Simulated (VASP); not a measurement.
Wanted: the native input for a VASP 6.6.1 run.

```yaml
Task: single point
Functional: HSE06
Potentials_or_basis: VASP PAW PBE potentials, release 64 (Hg, Te)
Cutoff: 520 eV
k_mesh: 4 × 4 × 4
Occupations: fermi-dirac, width 0.1 eV
Spin: no spin polarisation
Dipole_correction: no
Grid_for_exact_exchange_PRECFOCK: Normal
Further_INCAR_settings: ALGO = Normal; EDIFF = 1e-07; NBANDS = 16
Screening_parameter: 0.2079 1/Å
```

HgTe (zinc blende type):

```
CELL_PARAMETERS angstrom
0.00000 3.27355 3.27355
3.27355 0.00000 3.27355
3.27355 3.27355 0.00000
ATOMIC_POSITIONS crystal
Hg 0.00000 0.00000 0.00000
Te 0.25000 0.25000 0.25000
```

One way to write it, as run:

POSCAR

```
HgTe
1.0
    0.0000000000      3.2735484164      3.2735484164
    3.2735484164      0.0000000000      3.2735484164
    3.2735484164      3.2735484164      0.0000000000
Hg Te
1 1
Direct
    0.0000000000      0.0000000000      0.0000000000
    0.2500000000      0.2500000000      0.2500000000
```

INCAR.step1

```
SYSTEM = HgTe
  ALGO = Normal
  EDIFF = 1E-5
  ENCUT = 520
  GGA = PE
  ISIF = 2
  ISMEAR = -1
  LASPH = .TRUE.
  LCHARG = .FALSE.
  LREAL = .FALSE.
  LWAVE = .TRUE.
  NBANDS = 16
  NELM = 60
  PREC = Accurate
  SIGMA = 0.1
```

INCAR.step2

```
SYSTEM = HgTe
  ALGO = Normal
  EDIFF = 1E-7
  ENCUT = 520
  GGA = PE
  HFSCREEN = 0.2079
  ISIF = 2
  ISMEAR = -1
  ISTART = 1
  LASPH = .TRUE.
  LCHARG = .FALSE.
  LHFCALC = .TRUE.
  LREAL = .FALSE.
  LWAVE = .FALSE.
  NBANDS = 16
  NELM = 60
  PREC = Accurate
  PRECFOCK = Normal
  SIGMA = 0.1
```

KPOINTS

```
k-points
0
G
  4 4 4
  0 0 0
```

Potentials or basis: VASP PAW PBE potentials, release 64 (Hg, Te).

Command:

```console
$ cat potpaw_PBE.64/Hg/POTCAR potpaw_PBE.64/Te/POTCAR > POTCAR
$ cp INCAR.step1 INCAR
$ mpirun -np 1 vasp_std > vasp.out
$ cp INCAR.step2 INCAR
$ mpirun -np 1 vasp_std > vasp.out
```

It gave:

```yaml
Pressure: 0.7 GPa
Band_gap_on_the_k_mesh: zero (filled and empty bands touch)
```

Caveat: the k points lie up to 0.42 Å⁻¹ apart; the PAW data sets were made with another functional, which shifts forces and pressure a little; spin-orbit coupling is left out, which moves the levels of the heavy elements.

It took 15 min on 1 thread of AMD EPYC 9R45 96-Core Processor (Zen 5), with other jobs on the host, peak memory 0.29 GiB.
